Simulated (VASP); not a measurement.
# AlRu (Pm-3m) in VASP: a series of runs

AlRu is run at these levels: PBEsol; tasks: electric field gradients.

All numbers are computed with VASP 6.6.1; they aren't measurements. Logs are shortened: lines on timing, memory, paths and dates and some standing lists are left out, and cuts for length are marked.

## 1. The cell of the first run

The structure is cubic, space group Pm-3m (No. 221). The conventional cell has a = 2.992 Å, b = 2.992 Å, c = 2.992 Å, α = 90.00°, β = 90.00°, γ = 90.00°. Within 3.4 Å of Al (site symmetry m-3m) lie 8 Ru at 2.59 Å and 6 Al at 2.99 Å. Within 3.4 Å of Ru (site symmetry m-3m) lie 8 Al at 2.59 Å and 6 Ru at 2.99 Å.

## 2. Electric field gradients, PBEsol

INCAR reads:

```
  PREC = Accurate
  ENCUT = 520
  EDIFF = 1E-8
  ISMEAR = -1
  SIGMA = 0.05
  LREAL = False
  LASPH = True
  NELM = 80
  ALGO = Normal
  ISIF = 2
  LWAVE = False
  LCHARG = False
  GGA = PS
  LEFG = True
  NBANDS = 16
```

KPOINTS reads:

```
Automatic mesh
0
Gamma
  12 12 12
```

POSCAR reads:

```
AlRu
1.0
    2.9916000000      0.0000000000      0.0000000000
    0.0000000000      2.9916000000      0.0000000000
    0.0000000000      0.0000000000      2.9916000000
Al Ru
1 1
Direct
    0.0000000000      0.0000000000      0.0000000000
    0.5000000000      0.5000000000      0.5000000000
```

Potentials or basis: VASP PAW PBE potentials, release 64 (Al, Ru_pv).

On the command line:

```sh
$ cat potpaw_PBE.64/Al/POTCAR potpaw_PBE.64/Ru_pv/POTCAR > POTCAR
$ mpirun -np 1 vasp_std > vasp.out
```

OUTCAR:

```text
PREC = Accurate
   ENCUT = 520
   EDIFF = 1E-8
   ISMEAR = -1
   LREAL = False
   LASPH = True
   NELM = 80
   ISIF = 2
   GGA = PS

 ion  position               nearest neighbor table
   1  0.000  0.000  0.000-   2 2.59   2 2.59   2 2.59   2 2.59   2 2.59   2 2.59   2 2.59   2 2.59

   2  0.500  0.500  0.500-   1 2.59   1 2.59   1 2.59   1 2.59   1 2.59   1 2.59   1 2.59   1 2.59

  LATTYP: Found a simple cubic cell.
 ALAT       =     2.9916000000

  Lattice vectors:

 A1 = (   2.9916000000,   0.0000000000,   0.0000000000)
 A2 = (   0.0000000000,   2.9916000000,   0.0000000000)
 A3 = (   0.0000000000,   0.0000000000,   2.9916000000)

Analysis of symmetry for initial positions (statically):
=====================================================================
 Subroutine PRICEL returns:
 Original cell was already a primitive cell.

 Routine SETGRP: Setting up the symmetry group for a
 simple cubic supercell.

 Subroutine GETGRP returns: Found 48 space group operations
 (whereof 48 operations were pure point group operations)
 out of a pool of 48 trial point group operations.

The static configuration has the point symmetry O_h .

Analysis of symmetry for dynamics (positions and initial velocities):
=====================================================================
 Subroutine PRICEL returns:
 Original cell was already a primitive cell.

 Routine SETGRP: Setting up the symmetry group for a
 simple cubic supercell.

 Subroutine GETGRP returns: Found 48 space group operations
 (whereof 48 operations were pure point group operations)
 out of a pool of 48 trial point group operations.

The dynamic configuration has the point symmetry O_h .

 Subroutine INISYM returns: Found 48 space group operations
 (whereof 48 operations are pure point group operations),
 and found     1 'primitive' translations

----------------------------------------------------------------------------------------

                                     Primitive cell

  volume of cell :      26.7738

  direct lattice vectors                    reciprocal lattice vectors
     2.991600000  0.000000000  0.000000000     0.334269287  0.000000000  0.000000000
     0.000000000  2.991600000  0.000000000     0.000000000  0.334269287  0.000000000
     0.000000000  0.000000000  2.991600000     0.000000000  0.000000000  0.334269287

  length of vectors
     2.991600000  2.991600000  2.991600000     0.334269287  0.334269287  0.334269287

  position of ions in fractional coordinates (direct lattice)
     0.000000000  0.000000000  0.000000000
     0.500000000  0.500000000  0.500000000

  ion indices of the primitive-cell ions
   primitive index   ion index
                 1           1
                 2           2

----------------------------------------------------------------------------------------

 KPOINTS: Automatic mesh

Automatic generation of k-mesh.
 Grid dimensions read from file:
 generate k-points for:   12   12   12

 Generating k-lattice:

  Cartesian coordinates                     Fractional coordinates (reciprocal lattice)
     0.027855774  0.000000000  0.000000000     0.083333333  0.000000000  0.000000000
     0.000000000  0.027855774  0.000000000     0.000000000  0.083333333  0.000000000
     0.000000000  0.000000000  0.027855774     0.000000000  0.000000000  0.083333333

  Length of vectors
     0.027855774  0.027855774  0.027855774

  Shift w.r.t. Gamma in fractional coordinates (k-lattice)
     0.000000000  0.000000000  0.000000000

 Subroutine IBZKPT returns following result:
 ===========================================

 Found     84 irreducible k-points:

 Following reciprocal coordinates:
            Coordinates               Weight
  0.000000  0.000000  0.000000      1.000000
  0.083333  0.000000  0.000000      6.000000
  0.166667  0.000000  0.000000      6.000000
  0.250000  0.000000  0.000000      6.000000
  0.333333  0.000000  0.000000      6.000000
  0.416667  0.000000  0.000000      6.000000
[... 16 lines left out ...]
  0.333333  0.333333  0.000000     12.000000
  0.416667  0.333333  0.000000     24.000000
 [... further k-points ...]
   k-points           NKPTS =     84   k-points in BZ     NKDIM =     84   number of bands    NBANDS=     16
   number of dos      NEDOS =    301   number of ions     NIONS =      2
   total plane-waves  NPLWV =  13824
   dimension x,y,z NGX =    24 NGY =   24 NGZ =   24
   dimension x,y,z NGXF=    48 NGYF=   48 NGZF=   48
   ions per type =               1   1
   NGX,Y,Z   is equivalent  to a cutoff of  13.34, 13.34, 13.34 a.u.
   NGXF,Y,Z  is equivalent  to a cutoff of  26.67, 26.67, 26.67 a.u.
 SYSTEM =  unknown system
   PREC   = accura    normal or accurate (medium, high low for compatibility)
   ISTART =      0    job   : 0-new  1-cont  2-samecut
   ICHARG =      2    charge: 1-file 2-atom 10-const
   ISPIN  =      1    spin polarized calculation?
   LNONCOLLINEAR =      F non collinear calculations
   LSORBIT =      F    spin-orbit coupling
   LASPH  =      T    aspherical Exc in radial PAW
   ENCUT  =  520.0 eV  38.22 Ry    6.18 a.u.   5.56  5.56  5.56*2*pi/ulx,y,z
   NELM   =     80;   NELMIN=  2; NELMDL= -5     # of ELM steps
   EDIFF  = 0.1E-07   stopping-criterion for ELM
   LREAL  =      F    real-space projection
   EDIFFG = 0.1E-06   stopping-criterion for IOM
   NSW    =      0    number of steps for IOM
   IBRION =     -1    ionic relax: 0-MD 1-quasi-New 2-CG
   NFREE  =      0    steps in history (QN), initial steepest desc. (CG)
   ISIF   =      2    stress and relaxation
   ISYM   =      2    0-nonsym 1-usesym 2-fastsym
   POTIM  = 0.5000    time-step for ionic-motion
   TEBEG  =    0.0;   TEEND  =   0.0 temperature during run
   PSTRESS=    0.0 pullay stress
   NELECT =      17.0000    total number of electrons
   NUPDOWN=      -1.0000    fix difference up-down
   EMIN   =  10.00;   EMAX   =-10.00  energy-range for DOS
   EFERMI =   0.00;   METHOD = LEGACY
   ISMEAR =    -1;   SIGMA  =   0.05  broadening in eV -4-tet -1-fermi 0-gaus
   EFERMI_NEDOS =   21; number of points for ismear=-14 and -15
   IALGO  =     38    algorithm
   IMIX   =      4    mixing-type and parameters
     AMIX     =   0.40;   BMIX     =  1.00
     AMIX_MAG =   1.60;   BMIX_MAG =  1.00
  volume/ion in A,a.u.               =      13.39        90.34
  Fermi-wavevector in a.u.,A,eV,Ry     =   1.407087  2.659009 26.938090  1.979894
  Thomas-Fermi vector in A             =   2.529382
   LORBIT       =      0    0 simple, 1 ext, 2 COOP (PROOUT), +10 PAW based schemes
   GGA     = PS    functional components
   LHFCALC =     F    Hartree Fock is set to
   AEXX    =    0.0000 exact exchange contribution
   IVDW    =     0    specifies the selected vdW correction
   LEPSILON=     F    determine dielectric tensor
   LRPA    =     F    only Hartree local field effects (RPA)
 non-spin polarized calculation
  energy-cutoff  :      520.00
  volume of cell :       26.77
 maximum number of plane-waves:       739
 NGX is ok and might be reduce to    24
   NGX = 11   NGY = 11   NGZ = 11

 number of electron      16.9999995 magnetization

 Free energy of the ion-electron system (eV)
  ---------------------------------------------------
  ext. energy  EPLUGINS =         0.00000000
  ---------------------------------------------------
  free energy    TOTEN  =       -15.52842501 eV

  energy without entropy =      -15.51652673  energy(sigma->0) =      -15.52247587

 E-fermi :  10.5902     XC(G=0): -12.6874

 val. band max:       10.5892588840   @ k =   0.0833   0.0833   0.0000
 cond. band min:      10.6085181863   @ k =   0.2500   0.0833   0.0833
 fundamental gap:      0.0192593023
 Fermi energy:        10.5901800814

 k-point     1 :       0.0000    0.0000    0.0000
  band No.  band energies     occupation
      1     -31.1184      2.00000
      2     -31.1184      2.00000
      3     -31.1184      2.00000
      4       0.9131      2.00000
      5       7.0063      2.00000
      6       7.0063      2.00000
[... 8 lines left out ...]
     15      22.5864      0.00000
     16      25.6739      0.00000

 k-point     2 :       0.0833    0.0000    0.0000
  band No.  band energies     occupation
      1     -31.1327      2.00000
      2     -31.1172      2.00000
      3     -31.1172      2.00000
      4       1.0466      2.00000
      5       7.0525      2.00000
      6       7.0530      2.00000
[... 8 lines left out ...]
     15      22.5875      0.00000
     16      26.0970      0.00000

 k-point     3 :       0.1667    0.0000    0.0000
  band No.  band energies     occupation
      1     -31.1716      2.00000
      2     -31.1139      2.00000
      3     -31.1139      2.00000
      4       1.4390      2.00000
      5       7.1391      2.00000
      6       7.1849      2.00000
[... 8 lines left out ...]
     15      22.8713      0.00000
     16      27.4294      0.00000

 k-point     4 :       0.2500    0.0000    0.0000
  band No.  band energies     occupation
      1     -31.2244      2.00000
      2     -31.1094      2.00000
      3     -31.1094      2.00000
      4       2.0662      2.00000
      5       7.1030      2.00000
      6       7.3761      2.00000
[... 8 lines left out ...]
     15      23.3952      0.00000
     16      27.0648      0.00000

 k-point     5 :       0.3333    0.0000    0.0000
  band No.  band energies     occupation
      1     -31.2769      2.00000
      2     -31.1049      2.00000
      3     -31.1049      2.00000
      4       2.8908      2.00000
      5       6.7264      2.00000
      6       7.5820      2.00000
[... 8 lines left out ...]
     15      23.7033      0.00000
     16      25.5498      0.00000

 k-point     6 :       0.4167    0.0000    0.0000
  band No.  band energies     occupation
      1     -31.3150      2.00000
      2     -31.1017      2.00000
      3     -31.1017      2.00000
      4       3.8585      2.00000
      5       5.9565      2.00000
      6       7.7440      2.00000
[... 8 lines left out ...]
     15      23.8443      0.00000
     16      24.1620      0.00000
[... 267 lines left out ...]
 k-point    21 :       0.4167    0.2500    0.0000
  band No.  band energies     occupation
      1     -31.3019      2.00000
      2     -31.2035      2.00000
      3     -31.0925      2.00000
      4       4.4459      2.00000
      5       6.2860      2.00000
      6       8.3160      2.00000
[... 8 lines left out ...]
     15      22.5908      0.00000
     16      24.5513      0.00000

 k-point    22 :       0.5000    0.2500    0.0000
  band No.  band energies     occupation
      1     -31.3156      2.00000
      2     -31.2020      2.00000
      3     -31.0913      2.00000
      4       4.8706      2.00000
      5       5.9213      2.00000
      6       8.4160      2.00000
[... 8 lines left out ...]
     15      22.5904      0.00000
     16      24.2625      0.00000

 k-point    23 :       0.3333    0.3333    0.0000
  band No.  band energies     occupation
      1     -31.2603      2.00000
      2     -31.2566      2.00000
      3     -31.0913      2.00000
      4       4.2140      2.00000
      5       6.7346      2.00000
      6       8.4277      2.00000
[... 8 lines left out ...]
     15      23.1398      0.00000
     16      25.3990      0.00000

 k-point    24 :       0.4167    0.3333    0.0000
  band No.  band energies     occupation
      1     -31.2954      2.00000
      2     -31.2539      2.00000
      3     -31.0880      2.00000
      4       4.5823      2.00000
      5       6.6596      2.00000
      6       8.6755      2.00000
[... 8 lines left out ...]
     15      22.9633      0.00000
     16      25.7633      0.00000

 [... further k-points ...]
[... 5 lines left out ...]
  --------------------------------------------------------------------------------------
  -------------------------------------------------------------------------------------
  Total       -0.5548516     -0.5548516     -0.5548516      0.0000000      0.0000000     -0.0000000
  in kB      -33.2029618    -33.2029618    -33.2029618      0.0000000      0.0000000     -0.0000000
  external PRESSURE =     -33.2029618 kB  Pullay stress =       0.0000000 kB

 VOLUME and BASIS-vectors are now :
 -----------------------------------------------------------------------------
  energy-cutoff  :      520.00
  volume of cell :       26.77
      direct lattice vectors                 reciprocal lattice vectors
     2.991600000  0.000000000  0.000000000     0.334269287  0.000000000  0.000000000
     0.000000000  2.991600000  0.000000000     0.000000000  0.334269287  0.000000000
     0.000000000  0.000000000  2.991600000     0.000000000  0.000000000  0.334269287

 POSITION                                       TOTAL-FORCE (eV/Angst)
 -----------------------------------------------------------------------------------
      0.00000      0.00000      0.00000         0.000000      0.000000      0.000000
      1.49580      1.49580      1.49580         0.000000      0.000000      0.000000
 -----------------------------------------------------------------------------------
    total drift:                                0.000000     -0.000000     -0.000000

  FREE ENERGIE OF THE ION-ELECTRON SYSTEM (eV)
  ---------------------------------------------------
  free  energy   TOTEN  =       -15.5284250050 eV

  energy  without entropy=      -15.5165267267  energy(sigma->0) =      -15.52247587

 Electric field gradients (V/A^2)
---------------------------------------------------------------------
 ion       V_xx      V_yy      V_zz      V_xy      V_xz      V_yz
---------------------------------------------------------------------
   1      -0.000    -0.000    -0.000     0.000    -0.000    -0.000
   2       0.000     0.000     0.000    -0.000     0.000     0.000
---------------------------------------------------------------------

 Electric field gradients after diagonalization (V/A^2)
 (convention: |V_zz| > |V_xx| > |V_yy|)
----------------------------------------------------------------------
 ion       V_xx      V_yy      V_zz     asymmetry (V_yy - V_xx)/ V_zz
----------------------------------------------------------------------
   1      -0.000    -0.000    -0.000      -0.157
   2       0.000     0.000     0.000      -0.334
----------------------------------------------------------------------

           NMR quadrupolar parameters

 Cq : quadrupolar parameter    Cq=e*Q*V_zz/h
 eta: asymmetry parameters     (V_yy - V_xx)/ V_zz
 Q  : nuclear electric quadrupole moment in mb (millibarn)
----------------------------------------------------------------------
 ion       Cq(MHz)       eta       Q (mb)
----------------------------------------------------------------------
   1      -0.000      -0.157       1.000
   2       0.000      -0.334       1.000
----------------------------------------------------------------------
```

Wall time 41 s (1 thread of Intel Xeon Platinum 8259CL at 2.50GHz (Skylake/Cascade Lake), shared host); peak memory 0.16 GiB.

Results:

```
Free energy : -15.5284 eV
Pressure    : -3.3 GPa
```

Caveat: without QUAD_EFG the Cq values of the log hold for a quadrupole moment of 1 mb, not for the nuclei; the PAW data sets were made with another functional, which shifts forces and pressure a little.

(Continued in part 2 of 2.)
